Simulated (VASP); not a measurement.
A run of VASP 6.6.1 is set up as follows.

The input INCAR:

```
ALGO = Normal ; EDIFF = 1E-6
ENCUT = 520 ; ISIF = 2
ISMEAR = 0 ; LASPH = True
LCHARG = False ; LREAL = False
LWAVE = False ; NBANDS = 28
NELM = 80 ; PREC = Accurate
SIGMA = 0.1
```

The input KPOINTS:

```
k-points
0
Gamma
  6 6 6
```

File POSCAR:

```
SrTiO3
1.0
    3.9127013100      0.0000000000      0.0000000000
    0.0000000000      3.9127013100      0.0000000000
    0.0000000000      0.0000000000      3.9127013100
Sr Ti O
1 1 3
Direct
    0.0000000000      0.0000000000      0.0000000000
    0.5000000000      0.5000000000      0.5000000000
    0.5000000000      0.0000000000      0.5000000000
    0.5000000000      0.5000000000      0.0000000000
    0.0000000000      0.5000000000      0.5000000000
```

Potentials or basis: VASP PAW LDA potentials, release 64 (Sr_sv, Ti_sv, O).

Command:

```bash
$ cat potpaw_LDA.64/Sr_sv/POTCAR potpaw_LDA.64/Ti_sv/POTCAR potpaw_LDA.64/O/POTCAR > POTCAR
$ mpirun -np 1 vasp_std > vasp.out
```

Estimate the pressure.

-7.3 GPa.

Predict the band gap on the k mesh.

1.74 eV (least direct gap 2.10 eV).

Caveat: the cell stands under tension. A k mesh can miss the band edges.
